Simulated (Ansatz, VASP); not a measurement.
# BaZrO3: VASP beside Ansatz

Contents of POSCAR:

```
BaZrO3
1.0
    4.1913400000      0.0000000000      0.0000000000
    0.0000000000      4.1913400000      0.0000000000
    0.0000000000      0.0000000000      4.1913400000
Ba Zr O
1 1 3
Direct
    0.0000000000      0.0000000000      0.0000000000
    0.5000000000      0.5000000000      0.5000000000
    0.0000000000      0.5000000000      0.5000000000
    0.5000000000      0.0000000000      0.5000000000
    0.5000000000      0.5000000000      0.0000000000
```

INCAR.step1

```
PREC = Accurate
ENCUT = 600
ISMEAR = 0
SIGMA = 0.02
LREAL = False
LASPH = True
NELM = 80
GGA = PE
ALGO = Normal
EDIFF = 1E-4
LWAVE = True
LCHARG = False
```

File INCAR.step2:

```
PREC = Accurate
ENCUT = 600
EDIFF = 1E-6
ISMEAR = 0
SIGMA = 0.02
LREAL = False
LASPH = True
NELM = 80
ALGO = Normal
ISIF = 3
LWAVE = False
LCHARG = False
METAGGA = R2SCAN
LMIXTAU = True
IBRION = 2
NSW = 100
EDIFFG = -0.005
ISTART = 1
```

Contents of KPOINTS:

```
Automatic mesh
0
Gamma
  6 6 6
```

Input for Ansatz:

```yaml
crystal:
  lattice:
    - [4.19134, 0.0, 0.0]
    - [0.0, 4.19134, 0.0]
    - [0.0, 0.0, 4.19134]
  atoms:
    - { symbol: Ba, position: [0.0, 0.0, 0.0] }
    - { symbol: Zr, position: [0.5, 0.5, 0.5] }
    - { symbol: O, position: [0.0, 0.5, 0.5] }
    - { symbol: O, position: [0.5, 0.0, 0.5] }
    - { symbol: O, position: [0.5, 0.5, 0.0] }
basis:
  ecutwfc: 500
kpoints:
  mp_grid: { grid: [6, 6, 6] }
hamiltonian:
  xc: r2scan
scf:
  occupations: { method: gaussian, width: 0.02 }
output:
  forces: true
  stress: true
  eigenvalues: true
  write_density: true
  write_potential: true
  elf: true
  volumetric_format: npy
relax:
  adjacent_minimum: "off"
  f_tol: 0.005
  max_steps: 80
  cell: { stress_tol: 0.05 }
```

Alike in both runs: task relaxation of cell and atoms; functional r2SCAN; k mesh 6 × 6 × 6; occupations gaussian, width 0.02 eV; no spin polarisation.

|  | VASP | Ansatz |
| --- | --- | --- |
| version | VASP 6.6.1 | Ansatz 0.2.0 |
| potentials or method | VASP PAW PBE potentials, release 64 (Ba_sv, Zr_sv, O), cutoff 600 eV | scalar-relativistic, plane waves, PAW |
| valence electrons in the cell | 40 | 40 |

VASP gave:

```
gap on the k mesh at the Fermi level, each at its own relaxed structure (eV) : 3.67
relaxed volume (Å³/atom)                                                     : 14.94
relaxed cell length with the largest relative difference (Å)                 : 4.212
```

Q: Which values does Ansatz return?

A: gap on the k mesh at the Fermi level, each at its own relaxed structure (eV): 3.73; relaxed volume (Å³/atom): 14.87; relaxed cell length with the largest relative difference (Å): 4.205.

VASP's potentials were made for PBE, not for r2SCAN.

Neither program's run includes spin-orbit coupling.
